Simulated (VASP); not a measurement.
# Al3O2 (P-3m1) in VASP: further runs, part 2 of 3

VASP 6.6.1. Earlier steps stand in the parts before.

## (3) Single point, r2SCAN

This run uses another cell than the first one, of 12.67 Å³/atom.

POSCAR

```
Al3O2
1.0
    2.9041700164      0.0000000000      0.0000000000
   -1.4520850082      2.5150850111      0.0000000000
    0.0000000000      0.0000000000      8.6741575661
Al O
3 2
Direct
    0.0000000000      0.0000000000      0.0000000000
    0.3333333333      0.6666666667      0.7306754223
    0.6666666667      0.3333333333      0.2693245777
    0.3333333333      0.6666666667      0.3475631008
    0.6666666667      0.3333333333      0.6524368992
```

INCAR.step1

```
SYSTEM = Al3O2
PREC = Accurate
ENCUT = 520
ISMEAR = 0
SIGMA = 0.1
LREAL = .FALSE.
LASPH = .TRUE.
NELM = 80
NBANDS = 18
GGA = PE
ALGO = Normal
EDIFF = 1E-4
LWAVE = .TRUE.
LCHARG = .FALSE.
```

INCAR.step2

```
SYSTEM = Al3O2
PREC = Accurate
ENCUT = 520
EDIFF = 1E-6
ISMEAR = 0
SIGMA = 0.1
LREAL = .FALSE.
LASPH = .TRUE.
NELM = 80
ALGO = Normal
ISIF = 2
LWAVE = .FALSE.
LCHARG = .TRUE.
METAGGA = R2SCAN
LMIXTAU = .TRUE.
LELF = .TRUE.
LVHAR = .TRUE.
NBANDS = 18
ISTART = 1
```

KPOINTS

```
regular mesh
0
G
  6 6 4
  0 0 0
```

Potentials or basis: VASP PAW PBE potentials, release 64 (Al, O).

On the command line:

```bash
cat potpaw_PBE.64/Al/POTCAR potpaw_PBE.64/O/POTCAR > POTCAR
cp INCAR.step1 INCAR
mpirun -np 1 vasp_std > vasp.out
cp INCAR.step2 INCAR
mpirun -np 1 vasp_std > vasp.out
```

Wall time 61 s (1 thread of Intel Xeon 6975P-C (Granite Rapids), shared host); peak memory 0.2 GiB.

It converged, with:

```yaml
Free_energy: -41.9701 eV
Pressure: -0.1 GPa
Largest_force: 0.044 eV/Å
Band_gap_on_the_k_mesh: zero (an odd number of electrons rules out a gap without spin polarisation)
```

Forces in eV/Å, atoms in the order of the input:
```
Al   0.000  0.000  0.000
Al   0.000  0.000 -0.018
Al   0.000  0.000  0.018
O    0.000  0.000 -0.044
O    0.000  0.000  0.044
```

Levels at points of the mesh, in eV from the Fermi level:
| k point | band 6 | band 7 | band 8 | band 9 | band 10 | band 11 | band 12 | band 13 | band 14 | band 15 |
| --- | --- | --- | --- | --- | --- | --- | --- | --- | --- | --- |
| (0.00, 0.00, 0.00) | -5.66 | -5.66 | -5.60 | -5.60 | -3.23 | 0.23 | 4.40 | 5.79 | 10.73 | 10.73 |
| (0.50, 0.00, 0.00) | -6.36 | -6.26 | -5.91 | -3.94 | -3.84 | -1.04 | 0.46 | 3.74 | 5.30 | 6.42 |
| (0.00, 0.00, 0.50) | -5.66 | -5.66 | -5.60 | -5.60 | -4.28 | 1.05 | 3.49 | 6.44 | 9.44 | 10.75 |
| (0.50, 0.00, 0.50) | -6.26 | -6.13 | -6.06 | -3.99 | -3.98 | -0.82 | 0.46 | 3.63 | 5.31 | 6.44 |

Caveat: the k points lie up to 0.42 Å⁻¹ apart, too coarse for converged energies and pressures of a metal; the PAW data sets were made with another functional, which shifts forces and pressure a little; an odd number of electrons without spin polarisation forces a metal; a magnetic or distorted state may lie lower.

## (4) Single point, r2SCAN, collinear spin, ferromagnetic start

POSCAR

```
Al3O2
1.0
    3.5219054471      0.0000000000      0.0000000000
   -1.7609527235      3.0500595869      0.0000000000
    0.0000000000      0.0000000000      5.4795127895
Al O
3 2
Direct
    0.0000000000      0.0000000000      0.0000000000
    0.3333333333      0.6666666667      0.6450000000
    0.6666666667      0.3333333333      0.3550000000
    0.3333333333      0.6666666667      0.2450000000
    0.6666666667      0.3333333333      0.7550000000
```

INCAR.step1

```
PREC = Accurate
ENCUT = 520
ISMEAR = 0
SIGMA = 0.1
LREAL = F
LASPH = T
NELM = 150
ISPIN = 2
MAGMOM = 0 0 0 1 1
NBANDS = 22
GGA = PE
ALGO = Normal
EDIFF = 1E-4
LWAVE = T
LCHARG = F
```

INCAR.step2

```
PREC = Accurate
ENCUT = 520
EDIFF = 1E-7
ISMEAR = 0
SIGMA = 0.1
LREAL = F
LASPH = T
NELM = 150
ALGO = Normal
ISIF = 2
LWAVE = F
LCHARG = T
ISPIN = 2
MAGMOM = 0 0 0 1 1
LORBIT = 11
METAGGA = R2SCAN
LMIXTAU = T
LELF = T
LVHAR = T
NBANDS = 22
ISTART = 1
```

KPOINTS

```
regular mesh
0
Gamma
  6 6 4
```

On the command line:

```bash
cat potpaw_PBE.64/Al/POTCAR potpaw_PBE.64/O/POTCAR > POTCAR
cp INCAR.step1 INCAR
mpirun -np 1 vasp_std > vasp.out
cp INCAR.step2 INCAR
mpirun -np 1 vasp_std > vasp.out
```

Wall time 2.1 min (1 thread of Intel Xeon 6975P-C (Granite Rapids), shared host); peak memory 0.23 GiB.

It converged, with:

| Property | Result |
| --- | --- |
| Free energy | -33.1244 eV |
| Pressure | 14.7 GPa |
| Largest force | 0.945 eV/Å |
| Net moment | 0.00 μB per cell |
| Valence electrons inside the program's atomic spheres | Al 0.83, 0.73 (each value once); O 4.98 |

Forces in eV/Å, atoms in the order of the input:
```
Al   0.000  0.000  0.000
Al   0.000  0.000  0.945
Al   0.000  0.000 -0.945
O    0.000  0.000  0.907
O    0.000  0.000 -0.907
```

Stress tensor (GPa, compression positive):
```
 9.58  0.00  0.00
 0.00  9.58  0.00
 0.00  0.00 24.89
```

Levels at points of the mesh, in eV from the Fermi level:
Spin up:
```tsv
k point	band 6	band 7	band 8	band 9	band 10	band 11	band 12	band 13	band 14	band 15
(0.00, 0.00, 0.00)	-7.17	-6.95	-6.95	-6.51	-3.07	0.70	2.95	2.95	4.38	4.38
(0.50, 0.00, 0.00)	-8.24	-7.71	-7.25	-2.31	-1.93	-1.11	0.79	1.88	2.39	2.88
(0.00, 0.00, 0.50)	-7.24	-7.13	-7.13	-4.05	-3.99	0.93	2.88	2.88	3.73	3.73
(0.50, 0.00, 0.50)	-7.72	-7.71	-7.41	-2.82	-2.81	0.93	0.94	1.30	1.81	3.38
```
Spin down:
| k point | band 7 | band 8 | band 9 | band 10 | band 11 | band 12 | band 13 | band 14 |
| --- | --- | --- | --- | --- | --- | --- | --- | --- |
| (0.00, 0.00, 0.00) | -6.95 | -6.95 | -6.51 | -3.07 | 0.70 | 2.95 | 2.95 | 4.38 |
| (0.50, 0.00, 0.00) | -7.71 | -7.25 | -2.31 | -1.93 | -1.11 | 0.79 | 1.88 | 2.39 |
| (0.00, 0.00, 0.50) | -7.13 | -7.13 | -4.05 | -3.99 | 0.93 | 2.88 | 2.88 | 3.73 |
| (0.50, 0.00, 0.50) | -7.71 | -7.41 | -2.82 | -2.81 | 0.93 | 0.94 | 1.30 | 1.81 |

Caveat: the cell stands under pressure; the PAW data sets were made with another functional, which shifts forces and pressure a little.

## (5) Single point, r2SCAN

This run uses another cell than the first one, of 12.79 Å³/atom.

POSCAR

```
Al3O2
1.0
    2.9059839747      0.0000000000      0.0000000000
   -1.4529919874      2.5166559451      0.0000000000
    0.0000000000      0.0000000000      8.7475062907
Al O
3 2
Direct
    0.0000000000      0.0000000000      0.0000000000
    0.3333333333      0.6666666667      0.7330040300
    0.6666666667      0.3333333333      0.2669959700
    0.3333333333      0.6666666667      0.3444853907
    0.6666666667      0.3333333333      0.6555146093
```

Edit INCAR.step1 of step 4 so:

```diff
@@ -6,6 +6,4 @@
 LASPH = T
-NELM = 150
-ISPIN = 2
-MAGMOM = 0 0 0 1 1
-NBANDS = 22
+NELM = 100
+NBANDS = 18
 GGA = PE
```

INCAR.step2

```
PREC = Accurate
ENCUT = 520
EDIFF = 1E-6
ISMEAR = 0
SIGMA = 0.1
LREAL = F
LASPH = T
NELM = 100
ALGO = Normal
ISIF = 2
LWAVE = F
LCHARG = F
METAGGA = R2SCAN
LMIXTAU = T
NBANDS = 18
ISTART = 1
```

KPOINTS

```
regular mesh
0
Gamma
  12 12 6
```

Potentials or basis: VASP PAW PBE potentials, release 64 (Al, O).

On the command line:

```bash
cat potpaw_PBE.64/Al/POTCAR potpaw_PBE.64/O/POTCAR > POTCAR
cp INCAR.step1 INCAR
mpirun -np 1 vasp_std > vasp.out
cp INCAR.step2 INCAR
mpirun -np 1 vasp_std > vasp.out
```

OUTCAR:

```text
PREC = Accurate
   ENCUT = 520
   EDIFF = 1E-6
   ISMEAR = 0
   LREAL = F
   LASPH = T
   NELM = 100
   ISIF = 2
   METAGGA = R2SCAN
   ISTART = 1

 ion  position               nearest neighbor table
   1  0.000  0.000  0.000-   2 2.88   3 2.88   2 2.88   3 2.88   2 2.88   3 2.88
   2  0.333  0.667  0.733-   5 1.81   5 1.81   5 1.81   1 2.88   1 2.88   1 2.88
   3  0.667  0.333  0.267-   4 1.81   4 1.81   4 1.81   1 2.88   1 2.88   1 2.88
   4  0.333  0.667  0.344-   3 1.81   3 1.81   3 1.81
   5  0.667  0.333  0.656-   2 1.81   2 1.81   2 1.81

  LATTYP: Found a hexagonal cell.
 ALAT       =     2.9059839747
 C/A-ratio  =     3.0101701754

  Lattice vectors:

 A1 = (   2.9059839747,   0.0000000000,   0.0000000000)
 A2 = (  -1.4529919874,   2.5166559451,   0.0000000000)
 A3 = (   0.0000000000,   0.0000000000,   8.7475062907)

Analysis of symmetry for initial positions (statically):
=====================================================================
 Subroutine PRICEL returns:
 Original cell was already a primitive cell.

 Routine SETGRP: Setting up the symmetry group for a
 hexagonal supercell.

 Subroutine GETGRP returns: Found 12 space group operations
 (whereof 12 operations were pure point group operations)
 out of a pool of 24 trial point group operations.

The static configuration has the point symmetry D_3d.

Analysis of symmetry for dynamics (positions and initial velocities):
=====================================================================
 Subroutine PRICEL returns:
 Original cell was already a primitive cell.

 Routine SETGRP: Setting up the symmetry group for a
 hexagonal supercell.

 Subroutine GETGRP returns: Found 12 space group operations
 (whereof 12 operations were pure point group operations)
 out of a pool of 24 trial point group operations.
[... 125 lines left out ...]
   IMIX   =      4    mixing-type and parameters
     AMIX     =   0.40;   BMIX     =  1.00
     AMIX_MAG =   1.60;   BMIX_MAG =  1.00
  volume/ion in A,a.u.               =      12.79        86.34
  Fermi-wavevector in a.u.,A,eV,Ry     =   1.129313  2.134091 17.352147  1.275347
  Thomas-Fermi vector in A             =   2.266006
   LORBIT       =      0    0 simple, 1 ext, 2 COOP (PROOUT), +10 PAW based schemes
   METAGGA = R2SCAN    functional components
   LHFCALC =     F    Hartree Fock is set to
   AEXX    =    0.0000 exact exchange contribution
   IVDW    =     0    specifies the selected vdW correction
   LEPSILON=     F    determine dielectric tensor
   LRPA    =     F    only Hartree local field effects (RPA)
 non-spin polarized calculation
 Gauss-broadening in eV      SIGMA  =   0.10
  energy-cutoff  :      520.00
  volume of cell :       63.97
 maximum number of plane-waves:      1767
 NGX is ok and might be reduce to    24
   NGX = 11   NGY = 11   NGZ = 33

 number of electron      20.9999993 magnetization

 Free energy of the ion-electron system (eV)
  ---------------------------------------------------
  ext. energy  EPLUGINS =         0.00000000
  ---------------------------------------------------
  free energy    TOTEN  =       -41.87617965 eV

  energy without entropy =      -41.87050590  energy(sigma->0) =      -41.87334278

 E-fermi :   7.2452     XC(G=0): -10.7417

 val. band max:        7.2420188373   @ k =   0.3333   0.2500   0.0000
 cond. band min:       7.2660672408   @ k =  -0.2500  -0.4167   0.3333
 fundamental gap:      0.0240484034
 Fermi energy:         7.2452308480

 k-point     1 :       0.0000    0.0000    0.0000
  band No.  band energies     occupation
      1     -15.5444      2.00000
      2     -15.3820      2.00000
      3      -3.4272      2.00000
      4      -0.8549      2.00000
      5       0.6391      2.00000
      6       1.7494      2.00000
[... 481 lines left out ...]
      5       0.5543      2.00000
      6       0.7727      2.00000
[... 10 lines left out ...]
     17      16.8121      0.00000
     18      18.1678      0.00000

 [... further k-points ...]

------------------------ aborting loop because EDIFF is reached ----------------------------------------

  FORCE on cell =-STRESS in cart. coord.  units (eV):
  Direction    XX          YY          ZZ          XY          YZ          ZX
  --------------------------------------------------------------------------------------
  -------------------------------------------------------------------------------------
  Total       -0.0248894     -0.0248894     -0.1715066      0.0000000     -0.0000000      0.0000000
  in kB       -0.6233381     -0.6233381     -4.2952675      0.0000000     -0.0000000      0.0000000
  external PRESSURE =      -1.8473146 kB  Pullay stress =       0.0000000 kB

 VOLUME and BASIS-vectors are now :
 -----------------------------------------------------------------------------
  energy-cutoff  :      520.00
  volume of cell :       63.97
      direct lattice vectors                 reciprocal lattice vectors
     2.905983975  0.000000000  0.000000000     0.344117521  0.198676343  0.000000000
    -1.452991987  2.516655945  0.000000000     0.000000000  0.397352686  0.000000000
     0.000000000  0.000000000  8.747506291     0.000000000  0.000000000  0.114318294

 POSITION                                       TOTAL-FORCE (eV/Angst)
 -----------------------------------------------------------------------------------
      0.00000      0.00000      0.00000        -0.000000      0.000000      0.000000
     -0.00000      1.67777      6.41196         0.000000      0.000000     -0.020969
      1.45299      0.83889      2.33555         0.000000      0.000000      0.020969
     -0.00000      1.67777      3.01339        -0.000000     -0.000000     -0.035996
      1.45299      0.83889      5.73412        -0.000000      0.000000      0.035996
 -----------------------------------------------------------------------------------
    total drift:                               -0.000000      0.000000     -0.000000

  FREE ENERGIE OF THE ION-ELECTRON SYSTEM (eV)
  ---------------------------------------------------
  free  energy   TOTEN  =       -41.8761796521 eV

  energy  without entropy=      -41.8705059020  energy(sigma->0) =      -41.87334278
```

OSZICAR.step1:

```text
N       E                     dE             d eps       ncg     rms          rms(c)
DAV:   1     0.759995933662E+02    0.76000E+02   -0.92924E+03  3608   0.970E+02
DAV:   2    -0.271451942947E+02   -0.10314E+03   -0.98410E+02  4366   0.205E+02
DAV:   3    -0.332212619454E+02   -0.60761E+01   -0.60456E+01  4804   0.525E+01
DAV:   4    -0.332697139081E+02   -0.48452E-01   -0.48432E-01  4804   0.523E+00
DAV:   5    -0.332703925819E+02   -0.67867E-03   -0.67863E-03  4878   0.598E-01    0.113E+01
DAV:   6    -0.300212131833E+02    0.32492E+01   -0.14260E+01  4286   0.274E+01    0.450E+00
DAV:   7    -0.300107238165E+02    0.10489E-01   -0.74615E-01  4022   0.545E+00    0.235E+00
DAV:   8    -0.299987403411E+02    0.11983E-01   -0.10648E-01  5022   0.271E+00    0.732E-01
DAV:   9    -0.299989360839E+02   -0.19574E-03   -0.27863E-02  4188   0.113E+00    0.214E-01
DAV:  10    -0.299991582560E+02   -0.22217E-03   -0.19510E-03  4654   0.326E-01    0.471E-02
DAV:  11    -0.299992548401E+02   -0.96584E-04   -0.24734E-04  4242   0.108E-01
   1 F= -.29999255E+02 E0= -.29995956E+02  d E =-.659813E-02
```

It took 3.5 min on 1 thread of Intel Xeon 6975P-C (Granite Rapids), shared host; peak memory 0.26 GiB.

Results:

* Free energy: -41.8762 eV
* Pressure: -0.2 GPa
* Largest force: 0.036 eV/Å
* Band gap on the k mesh: zero (an odd number of electrons rules out a gap without spin polarisation)

Forces in eV/Å, atoms in the order of the input:
```
Al   0.000  0.000  0.000
Al   0.000  0.000 -0.021
Al   0.000  0.000  0.021
O    0.000  0.000 -0.036
O    0.000  0.000  0.036
```

Stress tensor (GPa, compression positive):
```
-0.06  0.00  0.00
 0.00 -0.06  0.00
 0.00  0.00 -0.43
```

Caveat: the PAW data sets were made with another functional, which shifts forces and pressure a little; an odd number of electrons without spin polarisation forces a metal; a magnetic or distorted state may lie lower.

(Continued in part 3 of 3.)
